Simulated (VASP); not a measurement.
Runs of VASP 6.6.1 on CuI. The structure is that of space group P4/nmm (No. 129), or close to it. The cells are those of the table. 

| task | level | potentials or basis | cell | k mesh | cutoff (eV) | smearing | dipole correction | gap on the mesh (eV) | pressure (GPa) | largest force (eV/Å) |
| --- | --- | --- | --- | --- | --- | --- | --- | --- | --- | --- |
| single point | LDA | VASP PAW LDA potentials, release 64 (I, Cu) | a = 4.090, b = 4.090, c = 6.551 Å, 4 atoms | 7 × 7 × 4 | 520 | fermi-dirac 0.05 eV | no | 1.45 | -3.5 | 0.47 |
| single point | LDA | VASP PAW LDA potentials, release 64 (I, Cu) | a = 4.117, b = 4.117, c = 6.595 Å, 4 atoms | 7 × 7 × 4 | 520 | fermi-dirac 0.05 eV | no | 1.41 | -4.3 | 0.63 |
| single point | PBE+D2 | VASP PAW PBE potentials, release 64 (I, Cu) | a = 4.090, b = 4.090, c = 6.551 Å, 4 atoms | 5 × 5 × 3 | 520 | gaussian 0.02 eV | - | 1.62 | -0.4 | 0.19 |
| single point | LDA | VASP PAW LDA potentials, release 64 (I, Cu) | a = 4.007, b = 4.007, c = 6.418 Å, 4 atoms | 7 × 7 × 4 | 520 | fermi-dirac 0.05 eV | no | 1.56 | -0.5 | 0.09 |
| single point | LDA | VASP PAW LDA potentials, release 64 (I, Cu) | a = 4.170, b = 4.170, c = 6.680 Å, 4 atoms | 7 × 7 × 4 | 520 | fermi-dirac 0.05 eV | no | 1.36 | -5.3 | 0.90 |
| single point | PBE+TS | VASP PAW PBE potentials, release 64 (I, Cu) | a = 4.090, b = 4.090, c = 6.551 Å, 4 atoms | 5 × 5 × 3 | 520 | gaussian 0.02 eV | - | 1.62 | -0.1 | 0.21 |
| relaxation of cell and atoms | PBEsol | VASP PAW PBE potentials, release 64 (I, Cu) | relaxed to 30 GPa from a = 4.090, b = 4.090, c = 6.551 Å, 4 atoms | 7 × 7 × 4 | 600 | fermi-dirac 0.05 eV | no | 0.83 | 30.0 | - |
| single point | LDA | VASP PAW LDA potentials, release 64 (I, Cu) | a = 4.035, b = 4.035, c = 6.463 Å, 4 atoms | 7 × 7 × 4 | 520 | fermi-dirac 0.05 eV | no | (b) | -1.5 | 0.11 |
| single point | PBE | VASP PAW PBE potentials, release 64 (I, Cu) | a = 4.144, b = 4.144, c = 6.638 Å, 4 atoms | 7 × 7 × 4 | 520 | fermi-dirac 0.05 eV | no | (c) | -0.3 | 0.17 |
| single point | LDA | VASP PAW LDA potentials, release 64 (I, Cu) | a = 4.144, b = 4.144, c = 6.638 Å, 4 atoms | 7 × 7 × 4 | 520 | fermi-dirac 0.05 eV | no | 1.38 | -5.0 | 0.77 |
| single point | LDA | VASP PAW LDA potentials, release 64 (I, Cu) | a = 4.063, b = 4.063, c = 6.507 Å, 4 atoms | 7 × 7 × 4 | 520 | fermi-dirac 0.05 eV | no | (a) | -2.6 | 0.30 |

Alike in all rows: no spin polarisation.

Question: Estimate the missing entries.

Answer: (a) 1.48; (b) 1.52; (c) 1.55.

Caveats: spin-orbit coupling is left out, which moves the levels of the heavy elements; the cell stands under tension (at least some runs); the cell is relaxed towards a set pressure, so the run minimises the enthalpy, not the energy (at least some runs); the PAW data sets were made with another functional, which shifts forces and pressure a little (at least some runs); an odd mesh through Γ misses points on the zone boundary, where band edges can lie (at least some runs); this functional lacks dispersion, which binds the layers, so the pressure and a relaxed spacing across them are unreliable (at least some runs).

A k mesh can miss the band edges, and the runs leave out spin-orbit coupling on I.
